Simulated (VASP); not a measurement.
# BN (P6_3mc) in VASP: single point with HSE06

Aim: the single point of BN with HSE06.

Everything below comes from runs of VASP 6.6.1. Logs are shortened: lines on timing, memory, paths and dates and some standing lists are left out, and cuts for length are marked.

### 1 The cell of the first run

Symmetry: P6_3mc, No. 186, hexagonal system. The conventional cell has a = 2.515 Å, b = 2.515 Å, c = 4.161 Å, α = 90.00°, β = 90.00°, γ = 120.00°. B (site symmetry 3m) has 4 N at 1.54 to 1.56 Å within 2.1 Å. N (site symmetry 3m) has 4 B at 1.54 to 1.56 Å within 2.1 Å.

### 2 Single point, HSE06

POSCAR reads:

```
BN
1.0
    2.5151549544      0.0000000000      0.0000000000
   -1.2575774772      2.1781880850      0.0000000000
    0.0000000000      0.0000000000      4.1606277792
B N
2 2
Direct
    0.3333333333      0.6666666667     -0.0001250330
    0.6666666667      0.3333333333      0.4998749670
    0.3333333333      0.6666666667      0.3741250330
    0.6666666667      0.3333333333      0.8741250330
```

INCAR.step1 reads:

```
SYSTEM = BN
ALGO = Normal ; EDIFF = 1E-5
ENCUT = 520 ; GGA = PE
ISIF = 2 ; ISMEAR = 0
LASPH = .True. ; LCHARG = .False.
LREAL = .False. ; LWAVE = .True.
NBANDS = 16 ; NELM = 60
PREC = Accurate ; SIGMA = 0.01
```

INCAR.step2 reads:

```
SYSTEM = BN
ALGO = Normal ; EDIFF = 1E-6
ENCUT = 520 ; GGA = PE
HFSCREEN = 0.2079 ; ISIF = 2
ISMEAR = 0 ; ISTART = 1
LASPH = .True. ; LCHARG = .False.
LHFCALC = .True. ; LREAL = .False.
LWAVE = .False. ; NBANDS = 16
NELM = 60 ; PREC = Accurate
PRECFOCK = Normal ; SIGMA = 0.01
```

KPOINTS reads:

```
k-points
0
Gamma
  9 9 4
  0 0 0
```

Potentials or basis: VASP PAW PBE potentials, release 64 (B, N).

Command:

```
> cat potpaw_PBE.64/B/POTCAR potpaw_PBE.64/N/POTCAR > POTCAR
> cp INCAR.step1 INCAR
> mpirun -np 1 vasp_std > vasp.out
> cp INCAR.step2 INCAR
> mpirun -np 1 vasp_std > vasp.out
```

OUTCAR:

```text
SYSTEM = BN
   EDIFF = 1E-6
   ENCUT = 520
   GGA = PE
   HFSCREEN = 0.2079
   ISIF = 2
   ISMEAR = 0
   ISTART = 1
   LASPH = .True.
   LHFCALC = .True.
   LREAL = .False.
   NELM = 60
   PREC = Accurate
   PRECFOCK = Normal

 ion  position               nearest neighbor table
   1  0.333  0.667  1.000-   4 1.54   4 1.54   4 1.54   3 1.56
   2  0.667  0.333  0.500-   3 1.54   3 1.54   3 1.54   4 1.56
   3  0.333  0.667  0.374-   2 1.54   2 1.54   2 1.54   1 1.56
   4  0.667  0.333  0.874-   1 1.54   1 1.54   1 1.54   2 1.56

  LATTYP: Found a hexagonal cell.
 ALAT       =     2.5151549544
 C/A-ratio  =     1.6542232406

  Lattice vectors:

 A1 = (   2.5151549544,   0.0000000000,   0.0000000000)
 A2 = (  -1.2575774772,   2.1781880850,   0.0000000000)
 A3 = (   0.0000000000,   0.0000000000,   4.1606277792)

Analysis of symmetry for initial positions (statically):
=====================================================================
 Subroutine PRICEL returns:
 Original cell was already a primitive cell.

 Routine SETGRP: Setting up the symmetry group for a
 hexagonal supercell.

 Subroutine GETGRP returns: Found 12 space group operations
 (whereof  6 operations were pure point group operations)
 out of a pool of 24 trial point group operations.

The static configuration has the point symmetry C_3v.
 The point group associated with its full space group is C_6v.

Analysis of symmetry for dynamics (positions and initial velocities):
=====================================================================
 Subroutine PRICEL returns:
 Original cell was already a primitive cell.

 Routine SETGRP: Setting up the symmetry group for a
 hexagonal supercell.

 Subroutine GETGRP returns: Found 12 space group operations
 (whereof  6 operations were pure point group operations)
 out of a pool of 24 trial point group operations.

The dynamic configuration has the point symmetry C_3v.
 The point group associated with its full space group is C_6v.

 Subroutine INISYM returns: Found 12 space group operations
 (whereof  6 operations are pure point group operations),
 and found     1 'primitive' translations

----------------------------------------------------------------------------------------

                                     Primitive cell

  volume of cell :      22.7939

  direct lattice vectors                    reciprocal lattice vectors
     2.515154954  0.000000000  0.000000000     0.397589818  0.229548588  0.000000000
    -1.257577477  2.178188085  0.000000000     0.000000000  0.459097177  0.000000000
     0.000000000  0.000000000  4.160627779     0.000000000  0.000000000  0.240348345

  length of vectors
     2.515154954  2.515154954  4.160627779     0.459097177  0.459097177  0.240348345

  position of ions in fractional coordinates (direct lattice)
     0.333333333  0.666666667  0.999874967
     0.666666667  0.333333333  0.499874967
     0.333333333  0.666666667  0.374125033
     0.666666667  0.333333333  0.874125033

  ion indices of the primitive-cell ions
   primitive index   ion index
                 1           1
                 2           2
                 3           3
                 4           4

----------------------------------------------------------------------------------------

 KPOINTS: k-points

Automatic generation of k-mesh.
 Grid dimensions read from file:
 generate k-points for:    9    9    4

 Generating k-lattice:

  Cartesian coordinates                     Fractional coordinates (reciprocal lattice)
     0.044176646  0.025505399  0.000000000     0.111111111  0.000000000  0.000000000
     0.000000000  0.051010797  0.000000000     0.000000000  0.111111111  0.000000000
     0.000000000  0.000000000  0.060087086     0.000000000  0.000000000  0.250000000

  Length of vectors
     0.051010797  0.051010797  0.060087086

  Shift w.r.t. Gamma in fractional coordinates (k-lattice)
     0.000000000  0.000000000  0.000000000

 Subroutine IBZKPT returns following result:
 ===========================================

 Found     36 irreducible k-points:

 Following reciprocal coordinates:
            Coordinates               Weight
  0.000000  0.000000  0.000000      1.000000
  0.111111 -0.000000  0.000000      6.000000
  0.222222 -0.000000  0.000000      6.000000
  0.333333  0.000000  0.000000      6.000000
  0.444444 -0.000000  0.000000      6.000000
  0.111111  0.111111  0.000000      6.000000
[... 16 lines left out ...]
  0.333333  0.222222  0.250000     24.000000
  0.333333  0.333333  0.250000      4.000000
 [... further k-points ...]
   k-points           NKPTS =     36   k-points in BZ     NKDIM =    324   number of bands    NBANDS=     16
   number of dos      NEDOS =    301   number of ions     NIONS =      4
   total plane-waves  NPLWV =  12800
   dimension x,y,z NGX =    20 NGY =   20 NGZ =   32
   dimension x,y,z NGXF=    40 NGYF=   40 NGZF=   64
   ions per type =               2   2
   NGX,Y,Z   is equivalent  to a cutoff of  13.22, 13.22, 12.79 a.u.
   NGXF,Y,Z  is equivalent  to a cutoff of  26.44, 26.44, 25.57 a.u.
 SYSTEM =  BN
   PREC   = accura    normal or accurate (medium, high low for compatibility)
   ISTART =      1    job   : 0-new  1-cont  2-samecut
   ICHARG =      0    charge: 1-file 2-atom 10-const
   ISPIN  =      1    spin polarized calculation?
   LNONCOLLINEAR =      F non collinear calculations
   LSORBIT =      F    spin-orbit coupling
   LASPH  =      T    aspherical Exc in radial PAW
   ENCUT  =  520.0 eV  38.22 Ry    6.18 a.u.   4.68  4.68  7.74*2*pi/ulx,y,z
   NELM   =     60;   NELMIN=  2; NELMDL=  0     # of ELM steps
   EDIFF  = 0.1E-05   stopping-criterion for ELM
   LREAL  =      F    real-space projection
   EDIFFG = 0.1E-04   stopping-criterion for IOM
   NSW    =      0    number of steps for IOM
   IBRION =     -1    ionic relax: 0-MD 1-quasi-New 2-CG
   NFREE  =      0    steps in history (QN), initial steepest desc. (CG)
   ISIF   =      2    stress and relaxation
   ISYM   =      3    0-nonsym 1-usesym 2-fastsym
   POTIM  = 0.5000    time-step for ionic-motion
   TEBEG  =    0.0;   TEEND  =   0.0 temperature during run
   PSTRESS=    0.0 pullay stress
   NELECT =      16.0000    total number of electrons
   NUPDOWN=      -1.0000    fix difference up-down
   EMIN   =  10.00;   EMAX   =-10.00  energy-range for DOS
   EFERMI =   0.00;   METHOD = LEGACY
   ISMEAR =     0;   SIGMA  =   0.01  broadening in eV -4-tet -1-fermi 0-gaus
   EFERMI_NEDOS =   21; number of points for ismear=-14 and -15
   IALGO  =     38    algorithm
   IMIX   =      1    mixing-type and parameters
     AMIX     =   0.40;   BMIX     =  1.00
     AMIX_MAG =   1.60;   BMIX_MAG =  1.00
  volume/ion in A,a.u.               =       5.70        38.46
  Fermi-wavevector in a.u.,A,eV,Ry     =   1.454929  2.749417 28.801067  2.116819
  Thomas-Fermi vector in A             =   2.572023
   LORBIT       =      0    0 simple, 1 ext, 2 COOP (PROOUT), +10 PAW based schemes
   GGA     = PE    functional components
   LHFCALC =     T    Hartree Fock is set to
   PRECFOCK=normal    Normal, Fast or Accurate (Low or Medium for compatibility)
   ENCUT4O =  -1.0   cutoff for four orbital integrals eV
   NKREDX  =     1    reduce k-point grid by
   NKREDY  =     1    reduce k-point grid by
   NKREDZ  =     1    reduce k-point grid by
   AEXX    =    0.2500 exact exchange contribution
   HFSCREEN=    0.2079 screening length (either q_TF or 0.3 A-1)
   HFSCREENC=   0.2079 screening length for correlation (either q_TF or 0.3 A-1)
   ENCUTFOCK=  -1.0 apply spherical cutoff to Coloumb kernel
   IVDW    =     0    specifies the selected vdW correction
   LEPSILON=     F    determine dielectric tensor
   LRPA    =     F    only Hartree local field effects (RPA)
 non-spin polarized calculation
 Gauss-broadening in eV      SIGMA  =   0.01
  energy-cutoff  :      520.00
  volume of cell :       22.79
 maximum number of plane-waves:       628
 NGX is ok and might be reduce to    20
  NGX = 16; NGY = 16; NGZ = 24

 number of electron      15.9999999 magnetization

 Free energy of the ion-electron system (eV)
  ---------------------------------------------------
  ext. energy  EPLUGINS =         0.00000000
  ---------------------------------------------------
  free energy    TOTEN  =       -40.56515280 eV

  energy without entropy =      -40.56515280  energy(sigma->0) =      -40.56515280

 E-fermi :   7.3116     XC(G=0): -10.6164

 val. band max:        7.1678462740   @ k =   0.0000   0.0000   0.0000
 cond. band min:      13.6029037127   @ k =   0.3333   0.3333   0.0000
 fundamental gap:      6.4350574386
 Fermi energy:         7.3116202237

 k-point     1 :       0.0000    0.0000    0.0000
  band No.  band energies     occupation
      1     -15.5735      2.00000
      2     -10.9419      2.00000
      3      -5.0798      2.00000
      4       4.7836      2.00000
      5       4.7836      2.00000
      6       6.8625      2.00000
[... 8 lines left out ...]
     15      21.3100      0.00000
     16      26.1668      0.00000

 k-point     2 :       0.1111   -0.0000    0.0000
  band No.  band energies     occupation
      1     -15.2760      2.00000
      2     -10.7132      2.00000
      3      -4.7811      2.00000
      4       3.4793      2.00000
      5       4.2493      2.00000
      6       6.0867      2.00000
[... 8 lines left out ...]
     15      22.1727      0.00000
     16      25.5739      0.00000

 k-point     3 :       0.2222   -0.0000    0.0000
  band No.  band energies     occupation
      1     -14.4006      2.00000
      2     -10.0889      2.00000
      3      -3.9071      2.00000
      4       0.6817      2.00000
      5       3.1597      2.00000
      6       3.6542      2.00000
[... 8 lines left out ...]
     15      24.2242      0.00000
     16      24.7506      0.00000

 k-point     4 :       0.3333    0.0000    0.0000
  band No.  band energies     occupation
      1     -13.0204      2.00000
      2      -9.3646      2.00000
      3      -2.5671      2.00000
      4      -2.0319      2.00000
      5       0.9831      2.00000
      6       2.1832      2.00000
[... 8 lines left out ...]
     15      25.8799      0.00000
     16      26.4538      0.00000

 k-point     5 :       0.4444   -0.0000    0.0000
  band No.  band energies     occupation
      1     -11.4230      2.00000
      2      -9.3658      2.00000
      3      -3.3920      2.00000
      4      -1.3552      2.00000
      5      -0.7920      2.00000
      6       1.6387      2.00000
[... 8 lines left out ...]
     15      26.0830      0.00000
     16      27.8862      0.00000

 k-point     6 :       0.1111    0.1111    0.0000
  band No.  band energies     occupation
      1     -14.6891      2.00000
      2     -10.2840      2.00000
      3      -4.1938      2.00000
      4       1.7905      2.00000
      5       2.8772      2.00000
      6       4.7776      2.00000
[... 8 lines left out ...]
     15      24.0327      0.00000
     16      24.9871      0.00000
[... 267 lines left out ...]
 k-point    21 :       0.4444    0.1111    0.2500
  band No.  band energies     occupation
      1     -10.5951      2.00000
      2      -9.5889      2.00000
      3      -3.9502      2.00000
      4      -2.5762      2.00000
      5       0.5294      2.00000
      6       1.6421      2.00000
[... 8 lines left out ...]
     15      26.1666      0.00000
     16      27.5772      0.00000

 k-point    22 :       0.2222    0.2222    0.2500
  band No.  band energies     occupation
      1     -11.8957      2.00000
      2      -9.7027      2.00000
      3      -2.4041      2.00000
      4      -1.1331      2.00000
      5       0.4762      2.00000
      6       0.6785      2.00000
[... 8 lines left out ...]
     15      24.9352      0.00000
     16      25.9636      0.00000

 k-point    23 :       0.3333    0.2222    0.2500
  band No.  band energies     occupation
      1     -10.4954      2.00000
      2      -9.3308      2.00000
      3      -3.1928      2.00000
      4      -2.1003      2.00000
      5      -0.8624      2.00000
      6       1.1800      2.00000
[... 8 lines left out ...]
     15      25.6730      0.00000
     16      26.7238      0.00000

 k-point    24 :       0.3333    0.3333    0.2500
  band No.  band energies     occupation
      1      -9.5678      2.00000
      2      -9.5678      2.00000
      3      -2.7357      2.00000
      4      -2.0598      2.00000
      5      -2.0598      2.00000
      6       0.1496      2.00000
[... 8 lines left out ...]
     15      26.5337      0.00000
     16      26.5337      0.00000

 [... further k-points ...]

------------------------ aborting loop because EDIFF is reached ----------------------------------------

  FORCE on cell =-STRESS in cart. coord.  units (eV):
  Direction    XX          YY          ZZ          XY          YZ          ZX
  --------------------------------------------------------------------------------------
  -------------------------------------------------------------------------------------
  Total        1.4725741      1.4725741      1.4073660      0.0000000      0.0000000      0.0000000
  in kB      103.5067690    103.5067690     98.9233146      0.0000000      0.0000000      0.0000000
  external PRESSURE =     101.9789509 kB  Pullay stress =       0.0000000 kB

 VOLUME and BASIS-vectors are now :
 -----------------------------------------------------------------------------
  energy-cutoff  :      520.00
  volume of cell :       22.79
      direct lattice vectors                 reciprocal lattice vectors
     2.515154954  0.000000000  0.000000000     0.397589818  0.229548588  0.000000000
    -1.257577477  2.178188085  0.000000000     0.000000000  0.459097177  0.000000000
     0.000000000  0.000000000  4.160627779     0.000000000  0.000000000  0.240348345

 POSITION                                       TOTAL-FORCE (eV/Angst)
 -----------------------------------------------------------------------------------
     -0.00000      1.45213      4.16011         0.000000      0.000000     -0.019283
      1.25758      0.72606      2.07979        -0.000000      0.000000     -0.019283
     -0.00000      1.45213      1.55660         0.000000      0.000000      0.019283
      1.25758      0.72606      3.63691        -0.000000     -0.000000      0.019283
 -----------------------------------------------------------------------------------
    total drift:                                0.000000      0.000000     -0.000177

  FREE ENERGIE OF THE ION-ELECTRON SYSTEM (eV)
  ---------------------------------------------------
  free  energy   TOTEN  =       -40.5651528047 eV

  energy  without entropy=      -40.5651528047  energy(sigma->0) =      -40.56515280
```

It took 52 min on 1 thread of Intel Xeon Platinum 8259CL at 2.50GHz (Skylake/Cascade Lake), shared host; peak memory 0.25 GiB.

What came out:

| Quantity | Value |
| --- | --- |
| Free energy | -40.5652 eV |
| Pressure | 10.2 GPa |
| Largest force | 0.019 eV/Å |
| Band gap on the k mesh | 6.44 eV (least direct gap 10.12 eV) |

Forces in eV/Å, atoms in the order of the input:
```
B    0.000  0.000 -0.019
B    0.000  0.000 -0.019
N    0.000  0.000  0.019
N    0.000  0.000  0.019
```

Caveat: the cell stands under pressure; the PAW data sets were made with another functional, which shifts forces and pressure a little. A k mesh can miss the band edges.
